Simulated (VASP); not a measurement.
# As in VASP: single point with PBE

Aim: the single point of As with PBE.

Program: VASP 6.6.1. These are calculated values, not measurements. Logs are shortened: lines on timing, memory, paths and dates and some standing lists are left out, and cuts for length are marked.

## Step 1: The cell of the first run

The cell holds a slab with vacuum, 2 atoms: a = 3.645 Å, b = 3.645 Å, c = 22.900 Å, α = 90.00°, β = 90.00°, γ = 120.00°.

## Step 2: Single point, PBE

Contents of INCAR:

```
  ALGO = Normal
  DIPOL = 0.5 0.5 0.651
  EDIFF = 1E-6
  ENCUT = 400
  GGA = PE
  GGA_COMPAT = F
  IDIPOL = 3
  ISIF = 2
  ISMEAR = 0
  LASPH = T
  LCHARG = F
  LDIPOL = T
  LREAL = F
  LWAVE = F
  NBANDS = 12
  NELM = 120
  NELMDL = -8
  PREC = Accurate
  SIGMA = 0.04
```

Contents of KPOINTS:

```
k-points
0
Gamma
  12 12 1
```

Contents of POSCAR:

```
As
1.0
    3.6452793010      0.0000000000      0.0000000000
   -1.8226396505      3.1569044785      0.0000000000
    0.0000000000      0.0000000000     22.9000000000
As
2
Direct
    0.0000000000      0.0000000000      0.6209804483
    0.6666666667      0.3333333333      0.6812664243
```

Potentials or basis: VASP PAW PBE potentials, release 64 (As).

Command:

```sh
$ cat potpaw_PBE.64/As/POTCAR > POTCAR
$ mpirun -np 1 vasp_std > vasp.out
```

OUTCAR:

```text
EDIFF = 1E-6
   ENCUT = 400
   GGA = PE
   ISIF = 2
   ISMEAR = 0
   LASPH = T
   LREAL = F
   NELM = 120
   NELMDL = -8
   PREC = Accurate

 ion  position               nearest neighbor table
   1  0.000  0.000  0.621-   2 2.52   2 2.52   2 2.52
   2  0.667  0.333  0.681-   1 2.52   1 2.52   1 2.52

  LATTYP: Found a hexagonal cell.
 ALAT       =     3.6452793010
 C/A-ratio  =     6.2820975045

  Lattice vectors:

 A1 = (   3.6452793010,   0.0000000000,   0.0000000000)
 A2 = (  -1.8226396505,   3.1569044785,   0.0000000000)
 A3 = (   0.0000000000,   0.0000000000,  22.9000000000)

Analysis of symmetry for initial positions (statically):
=====================================================================
 Subroutine PRICEL returns:
 Original cell was already a primitive cell.

 Routine SETGRP: Setting up the symmetry group for a
 hexagonal supercell.

 Subroutine GETGRP returns: Found 12 space group operations
 (whereof  6 operations were pure point group operations)
 out of a pool of 24 trial point group operations.

The static configuration has the point symmetry C_3v.
 The point group associated with its full space group is D_3d.

Analysis of symmetry for dynamics (positions and initial velocities):
=====================================================================
 Subroutine PRICEL returns:
 Original cell was already a primitive cell.

 Routine SETGRP: Setting up the symmetry group for a
 hexagonal supercell.

 Subroutine GETGRP returns: Found 12 space group operations
 (whereof  6 operations were pure point group operations)
 out of a pool of 24 trial point group operations.

The dynamic configuration has the point symmetry C_3v.
 The point group associated with its full space group is D_3d.

 Subroutine INISYM returns: Found 12 space group operations
 (whereof  6 operations are pure point group operations),
 and found     1 'primitive' translations

----------------------------------------------------------------------------------------

                                     Primitive cell

  volume of cell :     263.5286

  direct lattice vectors                    reciprocal lattice vectors
     3.645279301  0.000000000  0.000000000     0.274327402  0.158382999  0.000000000
    -1.822639650  3.156904478  0.000000000     0.000000000  0.316765999  0.000000000
     0.000000000  0.000000000 22.900000000     0.000000000  0.000000000  0.043668122

  length of vectors
     3.645279301  3.645279301 22.900000000     0.316765999  0.316765999  0.043668122

  position of ions in fractional coordinates (direct lattice)
     0.000000000  0.000000000  0.620980448
     0.666666667  0.333333333  0.681266424

  ion indices of the primitive-cell ions
   primitive index   ion index
                 1           1
                 2           2

----------------------------------------------------------------------------------------

 KPOINTS: k-points

Automatic generation of k-mesh.
 Grid dimensions read from file:
 generate k-points for:   12   12    1

 Generating k-lattice:

  Cartesian coordinates                     Fractional coordinates (reciprocal lattice)
     0.022860617  0.013198583  0.000000000     0.083333333  0.000000000  0.000000000
     0.000000000  0.026397167  0.000000000     0.000000000  0.083333333  0.000000000
     0.000000000  0.000000000  0.043668122     0.000000000  0.000000000  1.000000000

  Length of vectors
     0.026397167  0.026397167  0.043668122

  Shift w.r.t. Gamma in fractional coordinates (k-lattice)
     0.000000000  0.000000000  0.000000000

 Subroutine IBZKPT returns following result:
 ===========================================

 Found     19 irreducible k-points:

 Following reciprocal coordinates:
            Coordinates               Weight
  0.000000  0.000000  0.000000      1.000000
  0.083333  0.000000  0.000000      6.000000
  0.166667  0.000000  0.000000      6.000000
  0.250000  0.000000  0.000000      6.000000
  0.333333  0.000000  0.000000      6.000000
  0.416667  0.000000  0.000000      6.000000
[... 11 lines left out ...]
  0.333333  0.250000  0.000000     12.000000
  0.333333  0.333333  0.000000      2.000000
   k-points           NKPTS =     19   k-points in BZ     NKDIM =     19   number of bands    NBANDS=     12
   number of dos      NEDOS =    301   number of ions     NIONS =      2
   total plane-waves  NPLWV =  86400
   dimension x,y,z NGX =    24 NGY =   24 NGZ =  150
   dimension x,y,z NGXF=    48 NGYF=   48 NGZF=  300
   ions per type =               2
   NGX,Y,Z   is equivalent  to a cutoff of  10.95, 10.95, 10.89 a.u.
   NGXF,Y,Z  is equivalent  to a cutoff of  21.89, 21.89, 21.78 a.u.
 SYSTEM =  unknown system
   PREC   = accura    normal or accurate (medium, high low for compatibility)
   ISTART =      0    job   : 0-new  1-cont  2-samecut
   ICHARG =      2    charge: 1-file 2-atom 10-const
   ISPIN  =      1    spin polarized calculation?
   LNONCOLLINEAR =      F non collinear calculations
   LSORBIT =      F    spin-orbit coupling
   LASPH  =      T    aspherical Exc in radial PAW
   ENCUT  =  400.0 eV  29.40 Ry    5.42 a.u.   5.94  5.94 37.34*2*pi/ulx,y,z
   NELM   =    120;   NELMIN=  2; NELMDL= -8     # of ELM steps
   EDIFF  = 0.1E-05   stopping-criterion for ELM
   LREAL  =      F    real-space projection
   EDIFFG = 0.1E-04   stopping-criterion for IOM
   NSW    =      0    number of steps for IOM
   IBRION =     -1    ionic relax: 0-MD 1-quasi-New 2-CG
   NFREE  =      0    steps in history (QN), initial steepest desc. (CG)
   ISIF   =      2    stress and relaxation
   ISYM   =      2    0-nonsym 1-usesym 2-fastsym
   POTIM  = 0.5000    time-step for ionic-motion
   TEBEG  =    0.0;   TEEND  =   0.0 temperature during run
   PSTRESS=    0.0 pullay stress
   NELECT =      10.0000    total number of electrons
   NUPDOWN=      -1.0000    fix difference up-down
   EMIN   =  10.00;   EMAX   =-10.00  energy-range for DOS
   EFERMI =   0.00;   METHOD = LEGACY
   ISMEAR =     0;   SIGMA  =   0.04  broadening in eV -4-tet -1-fermi 0-gaus
   EFERMI_NEDOS =   21; number of points for ismear=-14 and -15
   IALGO  =     38    algorithm
   IMIX   =      4    mixing-type and parameters
     AMIX     =   0.40;   BMIX     =  1.00
     AMIX_MAG =   1.60;   BMIX_MAG =  1.00
  volume/ion in A,a.u.               =     131.76       889.19
  Fermi-wavevector in a.u.,A,eV,Ry     =   0.550130  1.039596  4.117713  0.302643
  Thomas-Fermi vector in A             =   1.581564
   LORBIT       =      0    0 simple, 1 ext, 2 COOP (PROOUT), +10 PAW based schemes
   GGA     = PE    functional components
   LHFCALC =     F    Hartree Fock is set to
   AEXX    =    0.0000 exact exchange contribution
   IVDW    =     0    specifies the selected vdW correction
   LEPSILON=     F    determine dielectric tensor
   LRPA    =     F    only Hartree local field effects (RPA)
 non-spin polarized calculation
 Gauss-broadening in eV      SIGMA  =   0.04
  energy-cutoff  :      400.00
  volume of cell :      263.53
 maximum number of plane-waves:      4836
 NGX is ok and might be reduce to    24
   NGX = 11   NGY = 11   NGZ = 75

 number of electron      10.0000000 magnetization

 dipolmoment           0.000000      0.000000     -0.000000 electrons x Angstroem

 number of electron       9.9999998 magnetization

 dipolmoment           0.000000      0.000000      0.000001 electrons x Angstroem

 Free energy of the ion-electron system (eV)
  ---------------------------------------------------
  ext. energy  EPLUGINS =         0.00000000
  ---------------------------------------------------
  free energy    TOTEN  =        -9.32865962 eV

  energy without entropy =       -9.32865962  energy(sigma->0) =       -9.32865962

 E-fermi :  -3.7414     XC(G=0):  -2.2662

 val. band max:       -3.9064500843   @ k =   0.0000   0.0000   0.0000
 cond. band min:      -2.1694919139   @ k =   0.3333   0.0000   0.0000
 fundamental gap:      1.7369581704
 Fermi energy:        -3.7414045219

 k-point     1 :       0.0000    0.0000    0.0000
  band No.  band energies     occupation
      1     -17.1267      2.00000
      2     -10.8683      2.00000
      3      -4.2071      2.00000
      4      -3.9065      2.00000
      5      -3.9065      2.00000
      6      -2.0602      0.00000
      7      -0.3941      0.00000
      8      -0.3941      0.00000
      9       1.1033      0.00000
     10       1.3247      0.00000
     11       1.8964      0.00000
     12       2.3223      0.00000

 k-point     2 :       0.0833    0.0000    0.0000
  band No.  band energies     occupation
      1     -17.0374      2.00000
      2     -10.8653      2.00000
      3      -4.7678      2.00000
      4      -4.1683      2.00000
      5      -4.1023      2.00000
      6      -1.4158      0.00000
      7      -0.5132      0.00000
      8      -0.1881      0.00000
      9       1.2238      0.00000
     10       1.4327      0.00000
     11       2.0009      0.00000
     12       2.4291      0.00000

 k-point     3 :       0.1667    0.0000    0.0000
  band No.  band energies     occupation
      1     -16.7724      2.00000
      2     -10.9050      2.00000
      3      -6.0152      2.00000
      4      -4.5397      2.00000
      5      -4.0922      2.00000
      6      -1.6137      0.00000
      7       0.1320      0.00000
      8       0.2273      0.00000
      9       1.5380      0.00000
     10       1.7539      0.00000
     11       2.3020      0.00000
     12       2.7357      0.00000
[... 211 lines left out ...]
 k-point    18 :       0.3333    0.2500    0.0000
  band No.  band energies     occupation
      1     -14.3127      2.00000
      2     -13.1253      2.00000
      3      -7.8478      2.00000
      4      -6.1639      2.00000
      5      -5.2764      2.00000
      6      -1.4476      0.00000
      7       0.3198      0.00000
      8       0.8190      0.00000
      9       3.8624      0.00000
     10       4.5249      0.00000
     11       4.7276      0.00000
     12       5.1223      0.00000

 k-point    19 :       0.3333    0.3333    0.0000
  band No.  band energies     occupation
      1     -13.7065      2.00000
      2     -13.7065      2.00000
      3      -8.0669      2.00000
      4      -5.7040      2.00000
      5      -5.7040      2.00000
      6      -1.6773      0.00000
      7       0.7734      0.00000
      8       0.7734      0.00000
      9       4.2646      0.00000
     10       4.9500      0.00000
     11       4.9500      0.00000
     12       5.7623      0.00000

------------------------ aborting loop because EDIFF is reached ----------------------------------------

 vacuum level on the upper side and lower side of the slab       (xc-potential included)        -0.007        -0.007

  FORCE on cell =-STRESS in cart. coord.  units (eV):
  Direction    XX          YY          ZZ          XY          YZ          ZX
  --------------------------------------------------------------------------------------
  -------------------------------------------------------------------------------------
  Total       -0.4016000     -0.4016000      0.1027966      0.0000000     -0.0000000      0.0000000
  in kB       -2.4416113     -2.4416113      0.6249736      0.0000000     -0.0000000      0.0000000
  external PRESSURE =      -1.4194163 kB  Pullay stress =       0.0000000 kB

 VOLUME and BASIS-vectors are now :
 -----------------------------------------------------------------------------
  energy-cutoff  :      400.00
  volume of cell :      263.53
      direct lattice vectors                 reciprocal lattice vectors
     3.645279301  0.000000000  0.000000000     0.274327402  0.158382999  0.000000000
    -1.822639650  3.156904478  0.000000000     0.000000000  0.316765999  0.000000000
     0.000000000  0.000000000 22.900000000     0.000000000  0.000000000  0.043668122

 POSITION                                       TOTAL-FORCE (eV/Angst)
 -----------------------------------------------------------------------------------
      0.00000      0.00000     14.22045        -0.000000      0.000000     -0.079427
      1.82264      1.05230     15.60100         0.000000     -0.000000      0.079427
 -----------------------------------------------------------------------------------
    total drift:                               -0.000000      0.000000      0.000001

  FREE ENERGIE OF THE ION-ELECTRON SYSTEM (eV)
  ---------------------------------------------------
  free  energy   TOTEN  =        -9.3286596182 eV

  energy  without entropy=       -9.3286596182  energy(sigma->0) =       -9.32865962

 vacuum level on the upper side and lower side of the slab         1.601         1.602
```

It took 24 s on 1 thread of Intel Xeon 6975P-C (Granite Rapids), shared host; peak memory 0.27 GiB.

Results:

* Free energy: -9.3287 eV
* Largest force: 0.079 eV/Å
* Band gap on the k mesh: 1.74 eV (least direct gap 1.85 eV)

Forces in eV/Å, atoms in the order of the input:
```
As   0.000  0.000 -0.079
As   0.000  0.000  0.079
```

Levels at points of the mesh, in eV from the valence-band top:
```csv
k point,band 3,band 4,band 5,band 6,band 7,band 8
"(0.00, 0.00, 0.00)",-0.30,0.00,0.00,1.85,3.51,3.51
"(0.50, 0.00, 0.00)",-3.19,-1.80,-1.36,2.03,3.35,4.59
```
